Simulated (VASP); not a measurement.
Tl, 2 atoms in the cell. The structure is hexagonal, space group P6_3/mmc (No. 194). The conventional cell has a = 3.542 Å, b = 3.542 Å, c = 5.663 Å, α = 90.00°, β = 90.00°, γ = 120.00°. Within 4.6 Å of Tl (site symmetry -6m2) lie 12 Tl at 3.49 to 3.54 Å.  This cell differs from its parent crystal: strain +0.025 along x and y, +0.025 along z.

```yaml
Program: VASP 6.6.1
Task: single point
Functional: PBE
Potentials_or_basis: VASP PAW PBE potentials, release 64 (Tl_d)
Cutoff: 520 eV
k_mesh: 18 × 18 × 10
Occupations: gaussian, width 0.15 eV
Spin: no spin polarisation
Dipole_correction: no
Further_INCAR_settings: ALGO = Fast; EDIFF = 1e-06; NBANDS = 20
```

Potentials or basis: VASP PAW PBE potentials, release 64 (Tl_d).

The run is started by

```bash
$ cat potpaw_PBE.64/Tl_d/POTCAR > POTCAR
$ mpirun -np 1 vasp_std > vasp.out
```

Hardware: 1 thread of Intel(R) Xeon(R) Platinum 8488C (Sapphire Rapids) (shared host).

**Question.** Estimate the wall time of this run.

**Answer.** It took 120 s on 1 thread of Intel(R) Xeon(R) Platinum 8488C (Sapphire Rapids), on a shared host, peak memory 0.33 GiB. Counts: scf iterations 11, k points 222.
